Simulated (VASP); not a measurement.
CaO (Lime): single point with PBE

Crystal: CaO (Lime).

```
CELL_PARAMETERS angstrom
0.00000 2.48578 2.39755
2.39755 0.00000 2.39755
2.39755 2.48578 0.00000
ATOMIC_POSITIONS crystal
Ca 0.00000 0.00000 0.00000
O 0.50000 0.50000 0.50000
```

This cell differs from its parent crystal: uniaxial y strain +3.7%.

```json
{
 "Program": "VASP 6.6.1",
 "Task": "single point",
 "Functional": "PBE",
 "Potentials or basis": "VASP PAW PBE potentials, release 64 (Ca_sv, O)",
 "Cutoff": "520 eV",
 "k mesh": "6 × 6 × 6",
 "Occupations": "gaussian, width 0.01 eV",
 "Spin": "no spin polarisation"
}
```

```
Pressure               : -0.6 GPa
Band gap on the k mesh : 3.59 eV, indirect (least direct gap 3.99 eV)
```

Stress tensor (GPa, compression positive):
```
 0.95  0.00  0.00
 0.00 -3.78  0.00
 0.00  0.00  0.95
```

Levels at points of the mesh, in eV from the valence-band top:
```csv
k point,band 4,band 5,band 6,band 7,band 8,band 9,band 10,band 11,band 12,band 13
"(0.00, 0.00, 0.00)",-18.55,-15.50,-0.07,0.00,0.00,4.41,5.98,6.21,6.21,7.48
"(0.50, 0.00, 0.00)",-18.58,-14.41,-2.60,-1.18,-1.18,6.89,8.17,8.20,8.25,9.97
"(0.50, 0.50, 0.00)",-18.78,-15.27,-1.27,-0.46,-0.40,3.59,7.79,8.74,9.19,9.45
"(0.50, 0.00, 0.50)",-18.73,-15.27,-1.46,-0.34,-0.34,3.69,7.79,8.72,9.30,9.30
```

Wall time 25 s on 1 thread of Intel Xeon 8259CL, on a shared host, peak memory 0.16 GiB.

Caveat: the cell differs from its parent crystal (uniaxial y strain +3.7%). A k mesh can miss the band edges.
